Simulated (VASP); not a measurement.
In, 1 atom in the cell. The structure is tetragonal, space group I4/mmm (No. 139). The conventional cell has a = 3.251 Å, b = 3.251 Å, c = 4.947 Å, α = 90.00°, β = 90.00°, γ = 90.00°. In (site symmetry 4/mmm) has 12 In at 3.25 to 3.38 Å within 4.3 Å. 

| Item | Value |
| --- | --- |
| Program | VASP 6.6.1 |
| Task | relaxation of cell and atoms |
| Functional | LDA |
| Potentials or basis | VASP PAW LDA potentials, release 64 (In_d) |
| Cutoff | 600 eV |
| k mesh | 11 × 11 × 11 |
| Occupations | fermi-dirac, width 0.05 eV |
| Spin | no spin polarisation |
| Dipole correction | no |
| Further INCAR settings | ALGO = Normal; EDIFF = 1e-07; IBRION = 2; EDIFFG = -0.01; NSW = 60; ISIF = 3 |

Potentials or basis: VASP PAW LDA potentials, release 64 (In_d).

Launch:

```bash
$ cat potpaw_LDA.64/In_d/POTCAR > POTCAR
$ mpirun -np 1 vasp_std > vasp.out
```

Hardware: 1 thread of Intel(R) Xeon(R) Platinum 8375C CPU @ 2.90GHz (Ice Lake), with other jobs on the host.

**Question.** Estimate the wall time of this run.

**Answer.** It took 2.6 min on 1 thread of Intel(R) Xeon(R) Platinum 8375C CPU @ 2.90GHz (Ice Lake), with other jobs on the host, peak memory 0.18 GiB. Counts: scf iterations 62, k points 126, ion steps 9.
